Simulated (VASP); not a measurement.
# Si32Ag (a cell with a defect) in VASP: a series of runs

The runs below take Si32Ag (a cell with a defect) through single point, with PBE.

Program: VASP 6.6.1. These are calculated values, not measurements. Logs are shortened: lines on timing, memory, paths and dates and some standing lists are left out, and cuts for length are marked.

## Step 1: The cell of the first run

The cell holds a defect, 33 atoms: a = 9.474 Å, b = 9.474 Å, c = 9.474 Å, α = 109.47°, β = 109.47°, γ = 109.47°.

## Step 2: Single point, PBE

File INCAR:

```
  PREC = Accurate
  ENCUT = 520
  EDIFF = 1E-7
  ISMEAR = 0
  SIGMA = 0.02
  LREAL = Auto
  LASPH = True
  NELM = 60
  ALGO = Normal
  ISIF = 2
  LWAVE = False
  LCHARG = True
  GGA = PE
  LELF = True
  LVHAR = True
  NELECT = 138.0
  NBANDS = 92
```

File KPOINTS:

```
Automatic mesh
0
Gamma
  2 2 2
  0.5 0.5 0.5
```

File POSCAR:

```
Si32Ag
1.0
   -5.4700937627     -5.4700937627      5.4700937627
    5.4700937627     -5.4700937627     -5.4700937627
    5.4700937627      5.4700937627      5.4700937627
Si Ag
32 1
Direct
    0.2481455637      0.7474762184      0.7463008272
   -0.0000022852      0.7302896757     -0.0042707677
    0.4958102398      0.4958538405      0.7471198260
    0.2525704421      0.5007613432     -0.0011267631
   -0.0000041133      0.5042227098      0.2512993487
    0.7497069845      0.7497486657      0.2511953286
    0.4992774564      0.7519063070      0.4981442034
   -0.0000047531      0.0000417726      0.7478819701
    0.7474343544      0.2481987620      0.7463057631
    0.5007187479      0.2526283022     -0.0011341670
    0.2698232542      0.2698323034      0.2655341139
   -0.0000020109      0.2503530212      0.5014984421
    0.7518590500      0.4993301063      0.4981572745
    0.7301719446      0.0000071297     -0.0042918826
    0.5041771896      0.0000394874      0.2513076667
    0.2502946127      0.0000397617      0.5014898499
    0.2506597802      0.7511104340      0.4996864987
    0.0000013711      0.7457313671      0.7473469702
    0.5134972309      0.5135496066      0.5118971669
    0.2489294625      0.4996455488      0.7486260159
    0.0000043875      0.4865855350     -0.0015962249
    0.7409837337      0.7410255063     -0.0026091875
    0.5004057734      0.7493740835      0.2490160241
    0.0000012797      0.0000540210      0.4976610307
    0.7510639997      0.2507098707      0.4996908862
    0.4995944528      0.2489682187      0.7486102026
    0.2543208691      0.2543638300      0.0016703553
    0.0000056672      0.2590647549      0.2564223870
    0.7493343218      0.5004508366      0.2490262615
    0.7456704907      0.0000443320      0.7473456905
    0.4865055546      0.0000565804     -0.0015940312
    0.2590068948      0.0000474398      0.2564064824
   -0.0000138937      0.0001275115      0.0395465799
```

Potentials or basis: VASP PAW PBE potentials, release 64 (Si, Ag).

The run is started by

```console
cat potpaw_PBE.64/Si/POTCAR potpaw_PBE.64/Ag/POTCAR > POTCAR
mpirun -np 1 vasp_std > vasp.out
```

OUTCAR:

```text
PREC = Accurate
   ENCUT = 520
   EDIFF = 1E-7
   ISMEAR = 0
   LREAL = Auto
   LASPH = True
   NELM = 60
   ISIF = 2
   GGA = PE
   NELECT = 138.0

 ion  position               nearest neighbor table
   1  0.248  0.747  0.746-  18 2.35  31 2.35  17 2.36  20 2.36
   2  1.000  0.730  0.996-  21 2.32  18 2.41  33 2.45  22 2.49  32 2.49
   3  0.496  0.496  0.747-  22 2.34  19 2.35  26 2.36  20 2.36
   4  0.253  0.501  0.999-  27 2.35  21 2.35  20 2.36  23 2.36
   5  1.000  0.504  0.251-  28 2.34  21 2.35  17 2.36  29 2.36
   6  0.750  0.750  0.251-  22 2.35  23 2.35  29 2.35  24 2.36
   7  0.499  0.752  0.498-  30 2.35  19 2.35  23 2.36  17 2.36
   8  1.000  0.000  0.748-  24 2.37  18 2.41  27 2.41  30 2.41  33 2.76
   9  0.747  0.248  0.746-  30 2.35  21 2.35  25 2.36  26 2.36
  10  0.501  0.253  0.999-  27 2.35  31 2.35  26 2.36  29 2.36
  11  0.270  0.270  0.266-  19 2.32  27 2.41  33 2.45  32 2.49  28 2.50
  12  1.000  0.250  0.501-  28 2.35  25 2.35  20 2.35  24 2.36
  13  0.752  0.499  0.498-  18 2.35  19 2.35  29 2.36  25 2.36
  14  0.730  0.000  0.996-  31 2.32  30 2.41  33 2.45  22 2.49  28 2.50
  15  0.504  0.000  0.251-  32 2.34  31 2.35  23 2.36  25 2.36
  16  0.250  0.000  0.501-  32 2.35  26 2.35  17 2.35  24 2.36
  17  0.251  0.751  0.500-  16 2.35   5 2.36   1 2.36   7 2.36
  18  0.000  0.746  0.747-  13 2.35   1 2.35   2 2.41   8 2.41  33 3.00
  19  0.513  0.514  0.512-  11 2.32   3 2.35   7 2.35  13 2.35
  20  0.249  0.500  0.749-  12 2.35   3 2.36   4 2.36   1 2.36
  21  0.000  0.487  0.998-   2 2.32   5 2.35   4 2.35   9 2.35
  22  0.741  0.741  0.997-   3 2.34   6 2.35   2 2.49  14 2.49  33 2.62
  23  0.500  0.749  0.249-   6 2.35  15 2.36   7 2.36   4 2.36
  24  0.000  0.000  0.498-  12 2.36   6 2.36  16 2.36   8 2.37
  25  0.751  0.251  0.500-  12 2.35  15 2.36   9 2.36  13 2.36
  26  0.500  0.249  0.749-  16 2.35   3 2.36  10 2.36   9 2.36
  27  0.254  0.254  0.002-  10 2.35   4 2.35  11 2.41   8 2.41  33 3.00
  28  0.000  0.259  0.256-   5 2.34  12 2.35  11 2.50  14 2.50  33 2.62
  29  0.749  0.500  0.249-   6 2.35   5 2.36  13 2.36  10 2.36
  30  0.746  0.000  0.747-   7 2.35   9 2.35  14 2.41   8 2.41  33 3.00
  31  0.487  0.000  0.998-  14 2.32  15 2.35  10 2.35   1 2.35
  32  0.259  0.000  0.256-  15 2.34  16 2.35  11 2.49   2 2.49  33 2.62
  33  1.000  0.000  0.040-  14 2.45  11 2.45   2 2.45  28 2.62  22 2.62  32 2.62   8 2.76  30 3.00
                            27 3.00  18 3.00

  LATTYP: Found a body centered cubic cell.
 ALAT       =    10.9401875254

  Lattice vectors:

 A1 = (  -5.4700937627,  -5.4700937627,   5.4700937627)
 A2 = (   5.4700937627,  -5.4700937627,  -5.4700937627)
 A3 = (   5.4700937627,   5.4700937627,   5.4700937627)

Analysis of symmetry for initial positions (statically):
=====================================================================
 Subroutine PRICEL returns:
 Original cell was already a primitive cell.

 Routine SETGRP: Setting up the symmetry group for a
[... 174 lines left out ...]
   EMIN   =  10.00;   EMAX   =-10.00  energy-range for DOS
   EFERMI =   0.00;   METHOD = LEGACY
   ISMEAR =     0;   SIGMA  =   0.02  broadening in eV -4-tet -1-fermi 0-gaus
   EFERMI_NEDOS =   21; number of points for ismear=-14 and -15
   IALGO  =     38    algorithm
   IMIX   =      4    mixing-type and parameters
     AMIX     =   0.40;   BMIX     =  1.00
     AMIX_MAG =   1.60;   BMIX_MAG =  1.00
  volume/ion in A,a.u.               =      19.84       133.88
  Fermi-wavevector in a.u.,A,eV,Ry     =   0.974286  1.841133 12.915100  0.949233
  Thomas-Fermi vector in A             =   2.104733
   LORBIT       =      0    0 simple, 1 ext, 2 COOP (PROOUT), +10 PAW based schemes
   GGA     = PE    functional components
   LHFCALC =     F    Hartree Fock is set to
   AEXX    =    0.0000 exact exchange contribution
   IVDW    =     0    specifies the selected vdW correction
   LEPSILON=     F    determine dielectric tensor
   LRPA    =     F    only Hartree local field effects (RPA)
 non-spin polarized calculation
 Gauss-broadening in eV      SIGMA  =   0.02
  energy-cutoff  :      520.00
  volume of cell :      654.70
 maximum number of plane-waves:     17628
 NGX is ok and might be reduce to    70
   NGX = 35   NGY = 35   NGZ = 35

 number of electron     138.0000003 magnetization

 Free energy of the ion-electron system (eV)
  ---------------------------------------------------
  ext. energy  EPLUGINS =         0.00000000
  ---------------------------------------------------
  free energy    TOTEN  =      -180.21743313 eV

  energy without entropy =     -180.21743313  energy(sigma->0) =     -180.21743313

 E-fermi :   5.4642     XC(G=0):  -9.4708

 val. band max:        5.3649203886   @ k =   0.2500   0.2500   0.2500
 cond. band min:       6.5081204900   @ k =   0.2500  -0.2500   0.2500
 fundamental gap:      1.1432001014
 Fermi energy:         5.4641955643

 k-point     1 :       0.2500    0.2500    0.2500
  band No.  band energies     occupation
      1      -5.3267      2.00000
      2      -5.1607      2.00000
      3      -5.1606      2.00000
      4      -5.1320      2.00000
      5      -3.4677      2.00000
      6      -3.4229      2.00000
[... 325 lines left out ...]
     80       8.1978      0.00000
     81       8.2595      0.00000
 [bands above 81 left out]

------------------------ aborting loop because EDIFF is reached ----------------------------------------

  FORCE on cell =-STRESS in cart. coord.  units (eV):
  Direction    XX          YY          ZZ          XY          YZ          ZX
  --------------------------------------------------------------------------------------
  -------------------------------------------------------------------------------------
  Total       -1.5427550     -1.5443343     -1.5439097     -1.0728231     -1.0789965     -1.0735870
  in kB       -3.7754024     -3.7792671     -3.7782282     -2.6253933     -2.6405010     -2.6272628
  external PRESSURE =      -3.7776326 kB  Pullay stress =       0.0000000 kB

 VOLUME and BASIS-vectors are now :
 -----------------------------------------------------------------------------
  energy-cutoff  :      520.00
  volume of cell :      654.70
      direct lattice vectors                 reciprocal lattice vectors
    -5.470093763 -5.470093763  5.470093763     0.000000000 -0.091406111  0.091406111
     5.470093763 -5.470093763 -5.470093763     0.091406111 -0.091406111  0.000000000
     5.470093763  5.470093763  5.470093763     0.091406111  0.000000000  0.091406111

 POSITION                                       TOTAL-FORCE (eV/Angst)
 -----------------------------------------------------------------------------------
      6.81372     -1.36381      1.35095         0.004511      0.002923      0.008292
      3.97140     -4.01810      6.92206         0.041766      0.019035      0.019185
      4.08705     -1.33768      4.08658         0.031015     -0.013636      0.031292
      6.82156      1.34313      4.10630         0.008077      0.004709      0.002559
     -1.33729     -6.85359      4.08656        -0.012898      0.030939      0.031100
      1.37429     -6.82810      1.37383         0.005550     -0.002922      0.005878
[... 25 lines left out ...]
     -0.01396     -0.01448      2.81910         0.033987      0.034455     -0.054248
     -5.25300     -5.25439      5.68564        -0.261388     -0.257784     -0.257241
 -----------------------------------------------------------------------------------
    total drift:                                0.024860      0.025246      0.024676

  FREE ENERGIE OF THE ION-ELECTRON SYSTEM (eV)
  ---------------------------------------------------
  free  energy   TOTEN  =      -180.2174331349 eV

  energy  without entropy=     -180.2174331349  energy(sigma->0) =     -180.21743313
```

OSZICAR:

```text
N       E                     dE             d eps       ncg     rms          rms(c)
DAV:   1     0.376755827574E+03    0.37676E+03   -0.53517E+04   736   0.125E+03
DAV:   2    -0.148377736008E+03   -0.52513E+03   -0.49873E+03   872   0.189E+02
DAV:   3    -0.183246091693E+03   -0.34868E+02   -0.34213E+02   912   0.429E+01
DAV:   4    -0.184092791155E+03   -0.84670E+00   -0.84179E+00   888   0.801E+00
DAV:   5    -0.184116811138E+03   -0.24020E-01   -0.23994E-01   904   0.129E+00    0.217E+01
DAV:   6    -0.181027520415E+03    0.30893E+01   -0.13700E+01   868   0.244E+01    0.172E+01
DAV:   7    -0.180416438185E+03    0.61108E+00   -0.43911E+00   832   0.985E+00    0.848E+00
DAV:   8    -0.180253522857E+03    0.16292E+00   -0.12502E+00   920   0.398E+00    0.277E+00
DAV:   9    -0.180206008238E+03    0.47515E-01   -0.29972E-01   872   0.404E+00    0.535E-01
DAV:  10    -0.180217549370E+03   -0.11541E-01   -0.90349E-02   848   0.862E-01    0.447E-01
DAV:  11    -0.180216605821E+03    0.94355E-03   -0.23701E-02   784   0.109E+00    0.288E-01
DAV:  12    -0.180217502488E+03   -0.89667E-03   -0.49294E-03   816   0.251E-01    0.933E-02
DAV:  13    -0.180217426107E+03    0.76381E-04   -0.49870E-04   856   0.134E-01    0.219E-02
DAV:  14    -0.180217432288E+03   -0.61805E-05   -0.13511E-04   872   0.329E-02    0.629E-03
DAV:  15    -0.180217432808E+03   -0.52012E-06   -0.31297E-06   904   0.499E-03    0.362E-03
DAV:  16    -0.180217433102E+03   -0.29389E-06   -0.46363E-07   792   0.327E-03    0.212E-03
DAV:  17    -0.180217433208E+03   -0.10651E-06   -0.16375E-07   536   0.262E-03    0.393E-04
DAV:  18    -0.180217433135E+03    0.73382E-07   -0.35187E-08   440   0.607E-04
   1 F= -.18021743E+03 E0= -.18021743E+03  d E =-.108885E-12
```

stdout:

```text
POSCAR found type information on POSCAR SiAg
 POSCAR found :  2 types and      33 ions
 scaLAPACK will be used
 LDA part: xc-table for (Slater+PW92), standard interpolation
 POSCAR, INCAR and KPOINTS ok, starting setup
 FFT: planning ... GRIDC
 FFT: planning ... GRID_SOFT
 FFT: planning ... GRID
 WAVECAR not read
 entering main loop
 the old and the new charge density differ
 old charge density:   139.00000 new  138.00000
    0.217E+01
```

It took 14 min on 1 thread of Intel Xeon 8259CL, shared host; peak memory 0.75 GiB.

What came out:

- Free energy: -180.2174 eV
- Largest force: 0.448 eV/Å

Forces on the atoms (eV/Å):
```
Si   0.005  0.003  0.008
Si   0.042  0.019  0.019
Si   0.031 -0.014  0.031
Si   0.008  0.005  0.003
Si  -0.013  0.031  0.031
Si   0.006 -0.003  0.006
Si   0.003  0.008  0.004
Si  -0.011 -0.011 -0.011
Si   0.008  0.003  0.005
Si   0.003  0.005  0.008
Si   0.020  0.042  0.018
Si  -0.003  0.006  0.006
Si   0.005  0.008  0.003
Si   0.020  0.018  0.042
Si   0.031  0.031 -0.013
Si   0.006  0.006 -0.003
Si   0.001  0.007  0.000
Si  -0.005  0.017  0.017
Si   0.015  0.011  0.015
Si   0.000  0.001  0.007
Si   0.011  0.016  0.015
Si   0.034 -0.054  0.034
Si   0.007  0.000  0.001
Si   0.002  0.003  0.003
Si   0.000  0.007  0.001
Si   0.007  0.001  0.000
Si   0.017 -0.006  0.018
Si  -0.054  0.034  0.033
Si   0.001  0.000  0.007
Si   0.017  0.018 -0.005
Si   0.015  0.016  0.011
Si   0.034  0.034 -0.054
Ag  -0.261 -0.258 -0.257
```

Caveat: the cell carries a net charge on a neutralising background, which shifts energy and pressure; the cell is charged against a uniform background, so pressure and absolute levels hang on convention.

## Step 3: Single point, PBE

File INCAR:

```
PREC     = Accurate       # precision mode
ENCUT    = 520            # plane-wave cutoff, eV
EDIFF    = 1E-6           # SCF threshold, eV
ISMEAR   = 0              # smearing method
SIGMA    = 0.02           # smearing width, eV
LREAL    = Auto         
LASPH    = True           # aspherical terms in the spheres
NELM     = 60             # most SCF steps
ALGO     = Normal         # electronic algorithm
ISIF     = 2              # what is computed and relaxed
LWAVE    = False          # write WAVECAR
LCHARG   = False          # write CHGCAR
GGA      = PE             # functional
NBANDS   = 92             # bands
NELECT   = 138.0
```

KPOINTS is that of step 2.

File POSCAR:

```
Si32Ag
1.0
   -5.4700937627     -5.4700937627      5.4700937627
    5.4700937627     -5.4700937627     -5.4700937627
    5.4700937627      5.4700937627      5.4700937627
Si Ag
32 1
Direct
    0.2488895180      0.7493401718      0.7503134641
   -0.0000473484      0.7409931485     -0.0064064715
    0.4864503454      0.4865027211      0.7381027959
    0.2506258685      0.4995941786      0.0009838954
   -0.0000564890      0.5134945801      0.2515941334
    0.7456362134      0.7456791742      0.2483297470
    0.5003544032      0.7510704895      0.5013739470
   -0.0000540210     -0.0000012797      0.7523389321
    0.7492900813      0.2489359523      0.7503090766
    0.4995491153      0.2506657216      0.0009737493
    0.2589744457      0.2590163097      0.2526091983
   -0.0000443320      0.2543294613      0.5026543638
    0.7510317333      0.5004055906      0.5013898516
    0.7409351971     -0.0000056672     -0.0064223762
    0.5134144170     -0.0000043875      0.2515962358
    0.2542686762     -0.0000012797      0.5026530841
    0.2525238250      0.7518544797      0.5036991356
   -0.0000398531      0.7497053392      0.7485101129
    0.5041461115      0.5041898036      0.5028802283
    0.2480937364      0.5007225870      0.7518557594
   -0.0000394874      0.4958227624     -0.0013076558
    0.7301677399      0.7301766977     -0.0155341030
    0.4992387002      0.7474295099      0.2511267740
   -0.0000417726      0.0000047531      0.5021179927
    0.7518011900      0.2525655976      0.5036941997
    0.5006698457      0.2481409934      0.7518427797
    0.2502513777      0.2502930588     -0.0011952263
   -0.0000071297      0.2698280988      0.2542919848
    0.7473717412      0.4992812040      0.2511341779
    0.7496470221      0.0000021023      0.7485016122
    0.4957772422      0.0000040219     -0.0012994293
    0.2697103677      0.0000022852      0.2542706872
   -0.0001276029      0.0000138023      0.2104533395
```

Potentials or basis: VASP PAW PBE potentials, release 64 (Si, Ag).

The run is started by

```console
cat potpaw_PBE.64/Si/POTCAR potpaw_PBE.64/Ag/POTCAR > POTCAR
mpirun -np 1 vasp_std > vasp.out
```

It took 8.2 min on 1 thread of AMD EPYC 7R43 (Zen 3), shared host; peak memory 0.7 GiB.

It converged, with:

- Free energy: -180.2174 eV
- Largest force: 0.455 eV/Å

Forces in eV/Å, atoms in the order of the input:
```
Si  -0.003 -0.009 -0.002
Si   0.055 -0.031 -0.031
Si  -0.013 -0.011 -0.012
Si  -0.002 -0.003 -0.010
Si  -0.010 -0.013 -0.012
Si  -0.018  0.002 -0.018
Si  -0.010 -0.002 -0.003
Si  -0.001 -0.001  0.000
Si  -0.002 -0.010 -0.003
Si  -0.009 -0.003 -0.002
Si  -0.030  0.055 -0.031
Si   0.002 -0.018 -0.018
Si  -0.003 -0.002 -0.010
Si  -0.030 -0.031  0.056
Si  -0.012 -0.013 -0.010
Si  -0.018 -0.018  0.002
Si  -0.007 -0.003 -0.004
Si   0.003 -0.007 -0.007
Si  -0.031  0.017 -0.031
Si  -0.004 -0.008 -0.003
Si   0.016 -0.031 -0.032
Si  -0.019 -0.039 -0.021
Si  -0.003 -0.004 -0.007
Si   0.007  0.007  0.007
Si  -0.004 -0.003 -0.007
Si  -0.003 -0.007 -0.004
Si  -0.007  0.003 -0.007
Si  -0.039 -0.019 -0.021
Si  -0.008 -0.004 -0.003
Si  -0.007 -0.007  0.002
Si  -0.031 -0.031  0.016
Si  -0.020 -0.020 -0.040
Ag   0.261  0.262  0.265
```

Levels at points of the mesh, in eV from the Fermi level:
```
           k point  band 67  band 68  band 69  band 70  band 71  band 72
(0.25, 0.25, 0.25)    -0.22    -0.10    -0.10     1.42     1.87     1.89
```

Caveat: the cell carries a net charge on a neutralising background, which shifts energy and pressure; the cell is charged against a uniform background, so pressure and absolute levels hang on convention.
